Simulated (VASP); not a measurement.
# Re (Im-3m) in VASP: a series of runs

Re is run at these levels: BLYP; tasks: single point.

Everything below comes from runs of VASP 6.6.1. Logs are shortened: lines on timing, memory, paths and dates and some standing lists are left out, and cuts for length are marked.

### 1 The cell of the first run

Symmetry: Im-3m, No. 229, cubic system. The conventional cell has a = 3.196 Å, b = 3.196 Å, c = 3.196 Å, α = 90.00°, β = 90.00°, γ = 90.00°. Re (site symmetry m-3m) has 14 Re at 2.77 to 3.20 Å within 3.6 Å.

### 2 Single point, BLYP (volume scaled by 1.04)

The input, INCAR:

```
SYSTEM = Re
AGGAC = 1.0 ; AGGAX = 1.0
ALDAC = 0.0 ; ALDAX = 1.0
ALGO = Normal ; EDIFF = 1E-6
ENCUT = 520 ; GGA = B5
ISIF = 2 ; ISMEAR = -1
LASPH = .True. ; LCHARG = .True.
LELF = .True. ; LREAL = .False.
LVHAR = .True. ; LWAVE = .False.
NBANDS = 10 ; NELM = 100
PREC = Accurate ; SIGMA = 0.1
```

The input, KPOINTS:

```
k-points
0
Gamma
  16 16 16
  0 0 0
```

The input, POSCAR:

```
Re
1.0
   -1.5982490363      1.5982490363      1.5982490363
    1.5982490363     -1.5982490363      1.5982490363
    1.5982490363      1.5982490363     -1.5982490363
Re
1
Direct
    0.0000000000      0.0000000000      0.0000000000
```

Potentials or basis: VASP PAW PBE potentials, release 64 (Re).

Started as:

```
cat potpaw_PBE.64/Re/POTCAR > POTCAR
mpirun -np 1 vasp_std > vasp.out
```

OUTCAR:

```text
SYSTEM = Re
   EDIFF = 1E-6
   ENCUT = 520
   GGA = B5
   ISIF = 2
   ISMEAR = -1
   LASPH = .True.
   LREAL = .False.
   NELM = 100
   PREC = Accurate

 ion  position               nearest neighbor table
   1  0.000  0.000  0.000-

  LATTYP: Found a body centered cubic cell.
 ALAT       =     3.1964980726

  Lattice vectors:

 A1 = (  -1.5982490363,   1.5982490363,   1.5982490363)
 A2 = (   1.5982490363,  -1.5982490363,   1.5982490363)
 A3 = (   1.5982490363,   1.5982490363,  -1.5982490363)

Analysis of symmetry for initial positions (statically):
=====================================================================
 Subroutine PRICEL returns:
 Original cell was already a primitive cell.

 Routine SETGRP: Setting up the symmetry group for a
 body centered cubic supercell.

 Subroutine GETGRP returns: Found 48 space group operations
 (whereof 48 operations were pure point group operations)
 out of a pool of 48 trial point group operations.

The static configuration has the point symmetry O_h .

Analysis of symmetry for dynamics (positions and initial velocities):
=====================================================================
 Subroutine PRICEL returns:
 Original cell was already a primitive cell.

 Routine SETGRP: Setting up the symmetry group for a
 body centered cubic supercell.

 Subroutine GETGRP returns: Found 48 space group operations
 (whereof 48 operations were pure point group operations)
 out of a pool of 48 trial point group operations.

The dynamic configuration has the point symmetry O_h .

 Subroutine INISYM returns: Found 48 space group operations
 (whereof 48 operations are pure point group operations),
 and found     1 'primitive' translations

----------------------------------------------------------------------------------------

                                     Primitive cell

  volume of cell :      16.3303

  direct lattice vectors                    reciprocal lattice vectors
    -1.598249036  1.598249036  1.598249036     0.000000000  0.312842360  0.312842360
     1.598249036 -1.598249036  1.598249036     0.312842360  0.000000000  0.312842360
     1.598249036  1.598249036 -1.598249036     0.312842360  0.312842360  0.000000000

  length of vectors
     2.768248534  2.768248534  2.768248534     0.442425908  0.442425908  0.442425908

  position of ions in fractional coordinates (direct lattice)
     0.000000000  0.000000000  0.000000000

  ion indices of the primitive-cell ions
   primitive index   ion index
                 1           1

----------------------------------------------------------------------------------------

 KPOINTS: k-points

Automatic generation of k-mesh.
 Grid dimensions read from file:
 generate k-points for:   16   16   16

 Generating k-lattice:

  Cartesian coordinates                     Fractional coordinates (reciprocal lattice)
     0.000000000  0.019552647  0.019552647     0.062500000  0.000000000  0.000000000
     0.019552647  0.000000000  0.019552647     0.000000000  0.062500000  0.000000000
     0.019552647  0.019552647  0.000000000     0.000000000  0.000000000  0.062500000

  Length of vectors
     0.027651619  0.027651619  0.027651619

  Shift w.r.t. Gamma in fractional coordinates (k-lattice)
     0.000000000  0.000000000  0.000000000

 Subroutine IBZKPT returns following result:
 ===========================================

 Found    145 irreducible k-points:

 Following reciprocal coordinates:
            Coordinates               Weight
  0.000000  0.000000  0.000000      1.000000
  0.062500  0.000000  0.000000     12.000000
  0.125000  0.000000  0.000000     12.000000
  0.187500  0.000000  0.000000     12.000000
  0.250000  0.000000  0.000000     12.000000
  0.312500  0.000000  0.000000     12.000000
[... 16 lines left out ...]
  0.187500  0.187500  0.000000     24.000000
  0.250000  0.187500  0.000000     48.000000
 [... further k-points ...]
   k-points           NKPTS =    145   k-points in BZ     NKDIM =    145   number of bands    NBANDS=     10
   number of dos      NEDOS =    301   number of ions     NIONS =      1
   total plane-waves  NPLWV =  13824
   dimension x,y,z NGX =    24 NGY =   24 NGZ =   24
   dimension x,y,z NGXF=    48 NGYF=   48 NGZF=   48
   ions per type =               1
   NGX,Y,Z   is equivalent  to a cutoff of  14.41, 14.41, 14.41 a.u.
   NGXF,Y,Z  is equivalent  to a cutoff of  28.83, 28.83, 28.83 a.u.
 SYSTEM =  Re
   PREC   = accura    normal or accurate (medium, high low for compatibility)
   ISTART =      0    job   : 0-new  1-cont  2-samecut
   ICHARG =      2    charge: 1-file 2-atom 10-const
   ISPIN  =      1    spin polarized calculation?
   LNONCOLLINEAR =      F non collinear calculations
   LSORBIT =      F    spin-orbit coupling
   LASPH  =      T    aspherical Exc in radial PAW
   ENCUT  =  520.0 eV  38.22 Ry    6.18 a.u.   5.15  5.15  5.15*2*pi/ulx,y,z
   NELM   =    100;   NELMIN=  2; NELMDL= -5     # of ELM steps
   EDIFF  = 0.1E-05   stopping-criterion for ELM
   LREAL  =      F    real-space projection
   EDIFFG = 0.1E-04   stopping-criterion for IOM
   NSW    =      0    number of steps for IOM
   IBRION =     -1    ionic relax: 0-MD 1-quasi-New 2-CG
   NFREE  =      0    steps in history (QN), initial steepest desc. (CG)
   ISIF   =      2    stress and relaxation
   ISYM   =      2    0-nonsym 1-usesym 2-fastsym
   POTIM  = 0.5000    time-step for ionic-motion
   TEBEG  =    0.0;   TEEND  =   0.0 temperature during run
   PSTRESS=    0.0 pullay stress
   NELECT =       7.0000    total number of electrons
   NUPDOWN=      -1.0000    fix difference up-down
   EMIN   =  10.00;   EMAX   =-10.00  energy-range for DOS
   EFERMI =   0.00;   METHOD = LEGACY
   ISMEAR =    -1;   SIGMA  =   0.10  broadening in eV -4-tet -1-fermi 0-gaus
   EFERMI_NEDOS =   21; number of points for ismear=-14 and -15
   IALGO  =     38    algorithm
   IMIX   =      4    mixing-type and parameters
     AMIX     =   0.40;   BMIX     =  1.00
     AMIX_MAG =   1.60;   BMIX_MAG =  1.00
  volume/ion in A,a.u.               =      16.33       110.20
  Fermi-wavevector in a.u.,A,eV,Ry     =   1.234363  2.332609 20.730560  1.523653
  Thomas-Fermi vector in A             =   2.369057
   LORBIT       =      0    0 simple, 1 ext, 2 COOP (PROOUT), +10 PAW based schemes
   GGA     = B5    functional components
   LHFCALC =     F    Hartree Fock is set to
   AEXX    =    0.0000 exact exchange contribution
   IVDW    =     0    specifies the selected vdW correction
   LEPSILON=     F    determine dielectric tensor
   LRPA    =     F    only Hartree local field effects (RPA)
 non-spin polarized calculation
  energy-cutoff  :      520.00
  volume of cell :       16.33
 maximum number of plane-waves:       466
 NGX is ok and might be reduce to    24
   NGX = 11   NGY = 11   NGZ = 11

 number of electron       7.0000001 magnetization

 Free energy of the ion-electron system (eV)
  ---------------------------------------------------
  ext. energy  EPLUGINS =         0.00000000
  ---------------------------------------------------
  free energy    TOTEN  =       -10.45965096 eV

  energy without entropy =      -10.42023411  energy(sigma->0) =      -10.43994254

 E-fermi :   8.0157     XC(G=0): -12.4782

 val. band max:        8.0078839030   @ k =  -0.3750   0.5000   0.0625
 cond. band min:       8.0256564669   @ k =   0.1875   0.0625   0.0000
 fundamental gap:      0.0177725640
 Fermi energy:         8.0156787543

 k-point     1 :       0.0000    0.0000    0.0000
  band No.  band energies     occupation
      1      -1.7290      2.00000
      2       5.6263      2.00000
      3       5.6263      2.00000
      4       5.6263      2.00000
      5       8.7200      0.00174
      6       8.7201      0.00174
      7      23.6599      0.00000
      8      23.6599      0.00000
      9      23.6599      0.00000
     10      34.5366      0.00000

 k-point     2 :       0.0625    0.0000    0.0000
  band No.  band energies     occupation
      1      -1.5572      2.00000
      2       5.5367      2.00000
      3       5.6153      2.00000
      4       5.7875      2.00000
      5       8.5900      0.00639
      6       8.7249      0.00166
      7      23.7811      0.00000
      8      23.9437      0.00000
      9      23.9753      0.00000
     10      32.7429      0.00000

 k-point     3 :       0.1250    0.0000    0.0000
  band No.  band energies     occupation
      1      -1.0628      2.00000
      2       5.2910      2.00000
      3       5.5562      2.00000
      4       6.2637      2.00000
      5       8.3168      0.09380
      6       8.7454      0.00135
      7      24.0224      0.00000
      8      24.6665      0.00000
      9      24.7673      0.00000
     10      30.7918      0.00000

 k-point     4 :       0.1875    0.0000    0.0000
  band No.  band energies     occupation
      1      -0.3186      2.00000
      2       4.9462      2.00000
      3       5.4214      2.00000
      4       7.0311      1.99989
      5       8.1365      0.46000
      6       8.7948      0.00083
      7      23.9550      0.00000
      8      24.8031      0.00000
      9      26.0585      0.00000
     10      29.8553      0.00000

 k-point     5 :       0.2500    0.0000    0.0000
  band No.  band energies     occupation
      1       0.5143      2.00000
      2       4.5694      2.00000
      3       5.3365      2.00000
      4       8.0448      0.85517
      5       8.1720      0.34649
      6       8.8836      0.00034
      7      23.1905      0.00000
      8      23.4277      0.00000
      9      27.7180      0.00000
     10      30.2095      0.00000

 k-point     6 :       0.3125    0.0000    0.0000
  band No.  band energies     occupation
      1       1.1600      2.00000
      2       4.2196      2.00000
      3       5.6243      2.00000
      4       8.3636      0.05979
      5       9.0091      0.00010
      6       9.2258      0.00001
      7      21.2746      0.00000
      8      22.0720      0.00000
      9      28.3390      0.00000
     10      29.6229      0.00000
[... 183 lines left out ...]
 k-point    21 :       0.3750    0.1250    0.0000
  band No.  band energies     occupation
      1       1.9291      2.00000
      2       3.8836      2.00000
      3       6.5013      2.00000
      4       8.4718      0.02069
      5       9.5739      0.00000
      6      12.4587      0.00000
      7      16.9793      0.00000
      8      20.9154      0.00000
      9      23.6299      0.00000
     10      30.8521      0.00000

 k-point    22 :       0.4375    0.1250    0.0000
  band No.  band energies     occupation
      1       1.9117      2.00000
      2       3.8325      2.00000
      3       6.8847      1.99998
      4       8.4420      0.02775
      5       9.7660      0.00000
      6      12.9540      0.00000
      7      16.2066      0.00000
      8      20.6515      0.00000
      9      23.2288      0.00000
     10      30.9777      0.00000

 k-point    23 :       0.1875    0.1875    0.0000
  band No.  band energies     occupation
      1       1.7180      2.00000
      2       4.4335      2.00000
      3       4.6815      2.00000
      4       7.9354      1.38107
      5       9.2437      0.00001
      6      10.0393      0.00000
      7      21.1473      0.00000
      8      23.4531      0.00000
      9      25.4442      0.00000
     10      27.3741      0.00000

 k-point    24 :       0.2500    0.1875    0.0000
  band No.  band energies     occupation
      1       2.2549      2.00000
      2       4.1865      2.00000
      3       4.9342      2.00000
      4       8.1378      0.45534
      5       9.3184      0.00000
      6      11.4624      0.00000
      7      19.2418      0.00000
      8      22.3084      0.00000
      9      24.3722      0.00000
     10      28.3580      0.00000

 [... further k-points ...]

------------------------ aborting loop because EDIFF is reached ----------------------------------------

  FORCE on cell =-STRESS in cart. coord.  units (eV):
  Direction    XX          YY          ZZ          XY          YZ          ZX
  --------------------------------------------------------------------------------------
  -------------------------------------------------------------------------------------
  Total       -0.9885668     -0.9885668     -0.9885668      0.0000000     -0.0000000      0.0000000
  in kB      -96.9891764    -96.9891764    -96.9891764      0.0000000     -0.0000000      0.0000000
  external PRESSURE =     -96.9891764 kB  Pullay stress =       0.0000000 kB

 VOLUME and BASIS-vectors are now :
 -----------------------------------------------------------------------------
  energy-cutoff  :      520.00
  volume of cell :       16.33
      direct lattice vectors                 reciprocal lattice vectors
    -1.598249036  1.598249036  1.598249036     0.000000000  0.312842360  0.312842360
     1.598249036 -1.598249036  1.598249036     0.312842360  0.000000000  0.312842360
     1.598249036  1.598249036 -1.598249036     0.312842360  0.312842360  0.000000000

 POSITION                                       TOTAL-FORCE (eV/Angst)
 -----------------------------------------------------------------------------------
      0.00000      0.00000      0.00000        -0.000000      0.000000      0.000000
 -----------------------------------------------------------------------------------
    total drift:                                0.000000     -0.000000     -0.000000

  FREE ENERGIE OF THE ION-ELECTRON SYSTEM (eV)
  ---------------------------------------------------
  free  energy   TOTEN  =       -10.4596509606 eV

  energy  without entropy=      -10.4202341110  energy(sigma->0) =      -10.43994254
```

Run time: 14 s. Hardware: 1 thread of Intel Xeon 6975P-C (Granite Rapids), shared host; peak memory 0.15 GiB.

Results:

- Free energy: -10.4597 eV
- Pressure: -9.7 GPa

Caveat: the PAW data sets were made with another functional, which shifts forces and pressure a little; spin-orbit coupling is left out, which moves the levels of the heavy elements.

(Part 1 of 2 ends here.)
